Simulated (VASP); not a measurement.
A run of VASP 6.6.1 is set up as follows.

Contents of INCAR:

```
  PREC = Accurate
  ENCUT = 520
  EDIFF = 1E-7
  ISMEAR = 0
  SIGMA = 0.05
  LREAL = F
  LASPH = T
  NELM = 80
  ALGO = Normal
  ISIF = 2
  LWAVE = F
  LCHARG = F
  GGA = CA
  NBANDS = 16
```

The input KPOINTS:

```
regular mesh
0
Gamma
  14 14 14
```

The input POSCAR:

```
CoSi2
1.0
    0.0000000000      2.6011716094      2.6011716094
    2.6011716094      0.0000000000      2.6011716094
    2.6011716094      2.6011716094      0.0000000000
Co Si
1 2
Direct
    0.0000000000      0.0000000000      0.0000000000
    0.2500000000      0.2500000000      0.2500000000
    0.7500000000      0.7500000000      0.7500000000
```

Potentials or basis: VASP PAW LDA potentials, release 64 (Co, Si).

The run is started by

```bash
$ cat potpaw_LDA.64/Co/POTCAR potpaw_LDA.64/Si/POTCAR > POTCAR
$ mpirun -np 1 vasp_std > vasp.out
```

What does it give for the band gap on the k mesh?

Zero (an odd number of electrons rules out a gap without spin polarisation).

Estimate the pressure.

9.5 GPa.

Caveat: the cell stands under pressure; an odd number of electrons without spin polarisation forces a metal; a magnetic or distorted state may lie lower. Spin polarisation is off, so any magnetic state and its effect on volume and gap are missing.
